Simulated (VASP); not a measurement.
Input of a VASP 6.6.1 run:

File INCAR:

```
SYSTEM = Cd2SnO3
ALGO     = Fast           ! electronic algorithm
EDIFF    = 1E-6           ! SCF threshold, eV
ENCUT    = 520            ! plane-wave cutoff, eV
GGA      = PE             ! functional
ISIF     = 2              ! what is computed and relaxed
ISMEAR   = 0              ! smearing method
LASPH    = .True.         ! aspherical terms in the spheres
LCHARG   = .False.        ! write CHGCAR
LREAL    = .False.        ! projectors in reciprocal space
LWAVE    = .False.        ! write WAVECAR
NBANDS   = 37             ! bands
NELM     = 60             ! most SCF steps
PREC     = Accurate       ! precision mode
SIGMA    = 0.1            ! smearing width, eV
```

Contents of KPOINTS:

```
k-points
0
Gamma
  12 12 6
  0 0 0
```

File POSCAR:

```
Cd2SnO3
1.0
    3.2954140181      0.0000000000      0.0000000000
    0.0000000000      3.2954140181      0.0000000000
    0.0000000000      0.0000000000      8.3407078129
Cd Sn O
2 1 3
Direct
    0.0000000000      0.0000000000      0.9060184965
    0.5000000000      0.5000000000      0.5708365570
    0.5000000000      0.5000000000      0.2232184958
    0.0000000000      0.0000000000      0.6410892276
    0.0000000000      0.0000000000      0.1863021111
    0.5000000000      0.5000000000      0.9725351221
```

Potentials or basis: VASP PAW PBE potentials, release 64 (Cd, Sn_d, O).

Launch:

```sh
$ cat potpaw_PBE.64/Cd/POTCAR potpaw_PBE.64/Sn_d/POTCAR potpaw_PBE.64/O/POTCAR > POTCAR
$ mpirun -np 1 vasp_std > vasp.out
```

What does it give for the band gap on the k mesh?

Zero (bands 28 and 29 overlap by 0.59 eV).

Estimate the largest force.

0.057 eV/Å.

Predict the pressure.

0.7 GPa.

Stress tensor (GPa, compression positive):
```
0.63 0.00 0.00
0.00 0.63 0.00
0.00 0.00 0.82
```

Caveat: semilocal functionals underestimate gaps, and a narrow one can read as zero; spin-orbit coupling is left out, which moves the levels of the heavy elements.
